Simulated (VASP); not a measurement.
# Al3Cl (P6/mmm) in VASP: a series of runs

The runs below take Al3Cl through single point, relaxation of cell and atoms, with PBE.

All numbers are computed with VASP 6.6.1; they aren't measurements. Logs are shortened: lines on timing, memory, paths and dates and some standing lists are left out, and cuts for length are marked.

## 1. The cell of the first run

It takes space group P6/mmm (No. 191, hexagonal). Conventional cell: a = 4.585 Å, b = 4.585 Å, c = 4.507 Å, α = 90.00°, β = 90.00°, γ = 120.00°. Al (site symmetry mmm) has 4 Al at 2.29 Å within 3.0 Å. Cl (site symmetry 6/mmm) has 12 Al at 3.21 Å within 4.2 Å.

The cell was built from a structure type or drawn by symmetry, and may not be a known phase.

## 2. Single point, PBE

INCAR

```
SYSTEM = Al3Cl
PREC = Accurate
ENCUT = 520
EDIFF = 1E-6
ISMEAR = 0
SIGMA = 0.1
LREAL = .FALSE.
LASPH = .TRUE.
NELM = 80
ALGO = Normal
ISIF = 2
LWAVE = .FALSE.
LCHARG = .FALSE.
GGA = PE
NBANDS = 16
```

KPOINTS

```
Automatic mesh
0
G
  6 6 4
  0 0 0
```

POSCAR

```
Al3Cl
1.0
    4.5846716200      0.0000000000      0.0000000000
   -2.2923358100      3.9704420900      0.0000000000
    0.0000000000      0.0000000000      4.5067131200
Al Cl
3 1
Direct
    0.5000000000      0.0000000000      0.5000000000
    0.0000000000      0.5000000000      0.5000000000
    0.5000000000      0.5000000000      0.5000000000
    0.0000000000      0.0000000000      0.0000000000
```

Potentials or basis: VASP PAW PBE potentials, release 64 (Al, Cl).

Run with:

```bash
$ cat potpaw_PBE.64/Al/POTCAR potpaw_PBE.64/Cl/POTCAR > POTCAR
$ mpirun -np 1 vasp_std > vasp.out
```

OUTCAR:

```text
SYSTEM = Al3Cl
   PREC = Accurate
   ENCUT = 520
   EDIFF = 1E-6
   ISMEAR = 0
   LREAL = .FALSE.
   LASPH = .TRUE.
   NELM = 80
   ISIF = 2
   GGA = PE

 ion  position               nearest neighbor table
   1  0.500  0.000  0.500-   2 2.29   3 2.29   3 2.29   2 2.29
   2  0.000  0.500  0.500-   1 2.29   1 2.29   3 2.29   3 2.29
   3  0.500  0.500  0.500-   1 2.29   1 2.29   2 2.29   2 2.29
   4  0.000  0.000  0.000-

  LATTYP: Found a hexagonal cell.
 ALAT       =     4.5846716200
 C/A-ratio  =     0.9829958378

  Lattice vectors:

 A1 = (   4.5846716200,   0.0000000000,   0.0000000000)
 A2 = (  -2.2923358100,   3.9704420900,   0.0000000000)
 A3 = (   0.0000000000,   0.0000000000,   4.5067131200)

Analysis of symmetry for initial positions (statically):
=====================================================================
 Subroutine PRICEL returns:
 Original cell was already a primitive cell.

 Routine SETGRP: Setting up the symmetry group for a
 hexagonal supercell.

 Subroutine GETGRP returns: Found 24 space group operations
 (whereof 24 operations were pure point group operations)
 out of a pool of 24 trial point group operations.

The static configuration has the point symmetry D_6h.

Analysis of symmetry for dynamics (positions and initial velocities):
=====================================================================
 Subroutine PRICEL returns:
 Original cell was already a primitive cell.

 Routine SETGRP: Setting up the symmetry group for a
 hexagonal supercell.

 Subroutine GETGRP returns: Found 24 space group operations
 (whereof 24 operations were pure point group operations)
 out of a pool of 24 trial point group operations.

The dynamic configuration has the point symmetry D_6h.

 Subroutine INISYM returns: Found 24 space group operations
 (whereof 24 operations are pure point group operations),
 and found     1 'primitive' translations

----------------------------------------------------------------------------------------

                                     Primitive cell

  volume of cell :      82.0365

  direct lattice vectors                    reciprocal lattice vectors
     4.584671620  0.000000000  0.000000000     0.218118130  0.125930561  0.000000000
    -2.292335810  3.970442090  0.000000000     0.000000000  0.251861122  0.000000000
     0.000000000  0.000000000  4.506713120     0.000000000  0.000000000  0.221891204

  length of vectors
     4.584671620  4.584671619  4.506713120     0.251861122  0.251861122  0.221891204

  position of ions in fractional coordinates (direct lattice)
     0.500000000  0.000000000  0.500000000
     0.000000000  0.500000000  0.500000000
     0.500000000  0.500000000  0.500000000
     0.000000000  0.000000000  0.000000000

  ion indices of the primitive-cell ions
   primitive index   ion index
                 1           1
                 2           2
                 3           3
                 4           4

----------------------------------------------------------------------------------------

 KPOINTS: Automatic mesh

Automatic generation of k-mesh.
 Grid dimensions read from file:
 generate k-points for:    6    6    4

 Generating k-lattice:

  Cartesian coordinates                     Fractional coordinates (reciprocal lattice)
     0.036353022  0.020988427  0.000000000     0.166666667  0.000000000  0.000000000
     0.000000000  0.041976854  0.000000000     0.000000000  0.166666667  0.000000000
     0.000000000  0.000000000  0.055472801     0.000000000  0.000000000  0.250000000

  Length of vectors
     0.041976854  0.041976854  0.055472801

  Shift w.r.t. Gamma in fractional coordinates (k-lattice)
     0.000000000  0.000000000  0.000000000

 Subroutine IBZKPT returns following result:
 ===========================================

 Found     21 irreducible k-points:

 Following reciprocal coordinates:
            Coordinates               Weight
  0.000000  0.000000  0.000000      1.000000
  0.166667  0.000000  0.000000      6.000000
  0.333333  0.000000  0.000000      6.000000
  0.500000 -0.000000  0.000000      3.000000
  0.166667  0.166667  0.000000      6.000000
  0.333333  0.166667  0.000000     12.000000
[... 13 lines left out ...]
  0.333333  0.166667  0.500000     12.000000
  0.333333  0.333333  0.500000      2.000000
   k-points           NKPTS =     21   k-points in BZ     NKDIM =     21   number of bands    NBANDS=     16
   number of dos      NEDOS =    301   number of ions     NIONS =      4
   total plane-waves  NPLWV =  46656
   dimension x,y,z NGX =    36 NGY =   36 NGZ =   36
   dimension x,y,z NGXF=    72 NGYF=   72 NGZF=   72
   ions per type =               3   1
   NGX,Y,Z   is equivalent  to a cutoff of  13.05, 13.05, 13.28 a.u.
   NGXF,Y,Z  is equivalent  to a cutoff of  26.11, 26.11, 26.56 a.u.
 SYSTEM =  Al3Cl
   PREC   = accura    normal or accurate (medium, high low for compatibility)
   ISTART =      0    job   : 0-new  1-cont  2-samecut
   ICHARG =      2    charge: 1-file 2-atom 10-const
   ISPIN  =      1    spin polarized calculation?
   LNONCOLLINEAR =      F non collinear calculations
   LSORBIT =      F    spin-orbit coupling
   LASPH  =      T    aspherical Exc in radial PAW
   ENCUT  =  520.0 eV  38.22 Ry    6.18 a.u.   8.52  8.52  8.38*2*pi/ulx,y,z
   NELM   =     80;   NELMIN=  2; NELMDL= -5     # of ELM steps
   EDIFF  = 0.1E-05   stopping-criterion for ELM
   LREAL  =      F    real-space projection
   EDIFFG = 0.1E-04   stopping-criterion for IOM
   NSW    =      0    number of steps for IOM
   IBRION =     -1    ionic relax: 0-MD 1-quasi-New 2-CG
   NFREE  =      0    steps in history (QN), initial steepest desc. (CG)
   ISIF   =      2    stress and relaxation
   ISYM   =      2    0-nonsym 1-usesym 2-fastsym
   POTIM  = 0.5000    time-step for ionic-motion
   TEBEG  =    0.0;   TEEND  =   0.0 temperature during run
   PSTRESS=    0.0 pullay stress
   NELECT =      16.0000    total number of electrons
   NUPDOWN=      -1.0000    fix difference up-down
   EMIN   =  10.00;   EMAX   =-10.00  energy-range for DOS
   EFERMI =   0.00;   METHOD = LEGACY
   ISMEAR =     0;   SIGMA  =   0.10  broadening in eV -4-tet -1-fermi 0-gaus
   EFERMI_NEDOS =   21; number of points for ismear=-14 and -15
   IALGO  =     38    algorithm
   IMIX   =      4    mixing-type and parameters
     AMIX     =   0.40;   BMIX     =  1.00
     AMIX_MAG =   1.60;   BMIX_MAG =  1.00
  volume/ion in A,a.u.               =      20.51       138.40
  Fermi-wavevector in a.u.,A,eV,Ry     =   0.949393  1.794092 12.263560  0.901346
  Thomas-Fermi vector in A             =   2.077671
   LORBIT       =      0    0 simple, 1 ext, 2 COOP (PROOUT), +10 PAW based schemes
   GGA     = PE    functional components
   LHFCALC =     F    Hartree Fock is set to
   AEXX    =    0.0000 exact exchange contribution
   IVDW    =     0    specifies the selected vdW correction
   LEPSILON=     F    determine dielectric tensor
   LRPA    =     F    only Hartree local field effects (RPA)
 non-spin polarized calculation
 Gauss-broadening in eV      SIGMA  =   0.10
  energy-cutoff  :      520.00
  volume of cell :       82.04
 maximum number of plane-waves:      2260
 NGX is ok and might be reduce to    36
   NGX = 17   NGY = 17   NGZ = 17

 number of electron      16.0000000 magnetization

 Free energy of the ion-electron system (eV)
  ---------------------------------------------------
  ext. energy  EPLUGINS =         0.00000000
  ---------------------------------------------------
  free energy    TOTEN  =        -8.77840581 eV

  energy without entropy =       -8.75175815  energy(sigma->0) =       -8.76508198

 E-fermi :   5.3825     XC(G=0):  -9.1105

 val. band max:        5.3493339127   @ k =   0.3333   0.1667   0.2500
 cond. band min:       5.4013654445   @ k =   0.1667   0.0000   0.2500
 fundamental gap:      0.0520315318
 Fermi energy:         5.3824989154

 k-point     1 :       0.0000    0.0000    0.0000
  band No.  band energies     occupation
      1     -10.6772      2.00000
      2      -3.7339      2.00000
      3       0.4264      2.00000
      4       0.9774      2.00000
      5       0.9774      2.00000
      6       1.8186      2.00000
[... 8 lines left out ...]
     15      11.8211      0.00000
     16      11.8211      0.00000

 k-point     2 :       0.1667    0.0000    0.0000
  band No.  band energies     occupation
      1     -10.6492      2.00000
      2      -3.6177      2.00000
      3       0.5363      2.00000
      4       0.6158      2.00000
      5       0.8415      2.00000
      6       1.4142      2.00000
[... 8 lines left out ...]
     15      10.6776      0.00000
     16      11.9776      0.00000

 k-point     3 :       0.3333    0.0000    0.0000
  band No.  band energies     occupation
      1     -10.5921      2.00000
      2      -3.2959      2.00000
      3      -0.5531      2.00000
      4       0.6011      2.00000
      5       0.7858      2.00000
      6       1.5559      2.00000
[... 8 lines left out ...]
     15      11.3636      0.00000
     16      13.1178      0.00000

 k-point     4 :       0.5000   -0.0000    0.0000
  band No.  band energies     occupation
      1     -10.5630      2.00000
      2      -3.0341      2.00000
      3      -1.1767      2.00000
      4       0.4932      2.00000
      5       0.9306      2.00000
      6       1.7877      2.00000
[... 8 lines left out ...]
     15      11.0942      0.00000
     16      12.7509      0.00000
[... 267 lines left out ...]
 k-point    19 :       0.1667    0.1667    0.5000
  band No.  band energies     occupation
      1     -10.5203      2.00000
      2      -3.5993      2.00000
      3       0.2843      2.00000
      4       0.4292      2.00000
      5       0.5796      2.00000
      6       1.0842      2.00000
[... 8 lines left out ...]
     15      13.0192      0.00000
     16      13.2743      0.00000

 k-point    20 :       0.3333    0.1667    0.5000
  band No.  band energies     occupation
      1     -10.4930      2.00000
      2      -2.6711      2.00000
      3      -1.2180      2.00000
      4       0.0895      2.00000
      5       0.1690      2.00000
      6       0.8643      2.00000
[... 8 lines left out ...]
     15      12.8182      0.00000
     16      14.1120      0.00000

 k-point    21 :       0.3333    0.3333    0.5000
  band No.  band energies     occupation
      1     -10.4839      2.00000
      2      -1.6979      2.00000
      3      -1.6979      2.00000
      4      -0.9396      2.00000
      5       0.4101      2.00000
      6       0.4101      2.00000
[... 8 lines left out ...]
     15      14.0794      0.00000
     16      14.0986      0.00000

------------------------ aborting loop because EDIFF is reached ----------------------------------------

  FORCE on cell =-STRESS in cart. coord.  units (eV):
  Direction    XX          YY          ZZ          XY          YZ          ZX
  --------------------------------------------------------------------------------------
  -------------------------------------------------------------------------------------
  Total       16.2879332     16.2879332      2.3755018      0.0000000      0.0000000      0.0000000
  in kB      318.1043055    318.1043053     46.3936916      0.0000000      0.0000000      0.0000000
  external PRESSURE =     227.5341008 kB  Pullay stress =       0.0000000 kB

 VOLUME and BASIS-vectors are now :
 -----------------------------------------------------------------------------
  energy-cutoff  :      520.00
  volume of cell :       82.04
      direct lattice vectors                 reciprocal lattice vectors
     4.584671620  0.000000000  0.000000000     0.218118130  0.125930561  0.000000000
    -2.292335810  3.970442090  0.000000000     0.000000000  0.251861122  0.000000000
     0.000000000  0.000000000  4.506713120     0.000000000  0.000000000  0.221891204

 POSITION                                       TOTAL-FORCE (eV/Angst)
 -----------------------------------------------------------------------------------
      2.29234      0.00000      2.25336        -0.000000      0.000000      0.000000
     -1.14617      1.98522      2.25336         0.000000      0.000000      0.000000
      1.14617      1.98522      2.25336        -0.000000      0.000000      0.000000
      0.00000      0.00000      0.00000        -0.000000      0.000000      0.000000
 -----------------------------------------------------------------------------------
    total drift:                                0.000000      0.000000      0.000000

  FREE ENERGIE OF THE ION-ELECTRON SYSTEM (eV)
  ---------------------------------------------------
  free  energy   TOTEN  =        -8.7784058100 eV

  energy  without entropy=       -8.7517581456  energy(sigma->0) =       -8.76508198
```

It took 46 s on 1 thread of Intel Xeon 8259CL, shared host; peak memory 0.21 GiB.

Results:

```
Free energy            : -8.7784 eV
Pressure               : 22.8 GPa
Band gap on the k mesh : zero (bands 8 and 9 overlap by 1.32 eV)
```

Caveat: the cell stands under pressure.

(Continued in part 2 of 2.)
